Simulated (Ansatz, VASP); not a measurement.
**Si2Ge in VASP and in Ansatz**

Contents of INCAR:

```
  PREC = Accurate
  ENCUT = 520
  EDIFF = 1E-7
  ISMEAR = 0
  SIGMA = 0.1
  LREAL = False
  LASPH = True
  NELM = 60
  ALGO = Normal
  ISIF = 2
  LWAVE = False
  LCHARG = False
  GGA = PE
  NBANDS = 31
```

The input KPOINTS:

```
Automatic mesh
0
Gamma
  6 6 4
```

POSCAR

```
Si2Ge
1.0
    4.3334684400     -2.5019291700      0.0000000000
    4.3334684400      2.5019291700      0.0000000000
    0.0000000000      0.0000000000      4.5818384500
Si Ge
4 2
Direct
    0.0000000000      0.3333333300      0.7500000000
    0.6666666700      0.0000000000      0.7500000000
    0.3333333300      0.0000000000      0.2500000000
    0.0000000000      0.6666666700      0.2500000000
    0.3333333300      0.6666666700      0.7500000000
    0.6666666700      0.3333333300      0.2500000000
```

Input for Ansatz:

```yaml
crystal:
  lattice:
    - [4.33346844, -2.50192917, 0.0]
    - [4.33346844, 2.50192917, 0.0]
    - [0.0, 0.0, 4.58183845]
  atoms:
    - { symbol: Si, position: [0.0, 0.33333333, 0.75] }
    - { symbol: Si, position: [0.66666667, 0.0, 0.75] }
    - { symbol: Si, position: [0.33333333, 0.0, 0.25] }
    - { symbol: Si, position: [0.0, 0.66666667, 0.25] }
    - { symbol: Ge, position: [0.33333333, 0.66666667, 0.75] }
    - { symbol: Ge, position: [0.66666667, 0.33333333, 0.25] }
basis:
  ecutwfc: 420
kpoints:
  mp_grid: { grid: [6, 6, 4] }
hamiltonian:
  xc: pbe
scf:
  occupations: { method: gaussian, width: 0.1 }
  lower_state_search: "off"
output:
  forces: true
  stress: true
  eigenvalues: true
```

Alike in both runs: task single point; functional PBE; k mesh 6 × 6 × 4; occupations gaussian, width 0.1 eV; no spin polarisation.

```csv
,VASP,Ansatz
version,VASP 6.6.1,Ansatz 0.2.0
potentials or method,"VASP PAW PBE potentials, release 64 (Si, Ge_d), cutoff 520 eV","scalar-relativistic, plane waves, PAW"
valence electrons in the cell,44,44
```

VASP gave:

```
gap on the k mesh at the Fermi level (eV)                     : none
pressure (GPa)                                                : -1.8
traceless stress, the component that is largest in VASP (GPa) : 3.69
rms of the force components (eV/Å)                            : 0.155
```

Problem. Estimate Ansatz's values.

Solution. gap on the k mesh at the Fermi level (eV): none; pressure (GPa): -1.8; traceless stress, the component that is largest in VASP (GPa): 3.69; rms of the force components (eV/Å): 0.154.

Atom by atom the forces differ by 0.001 eV/Å (rms over components). A gap of «none» marks a metal or a gap that the smearing closes.
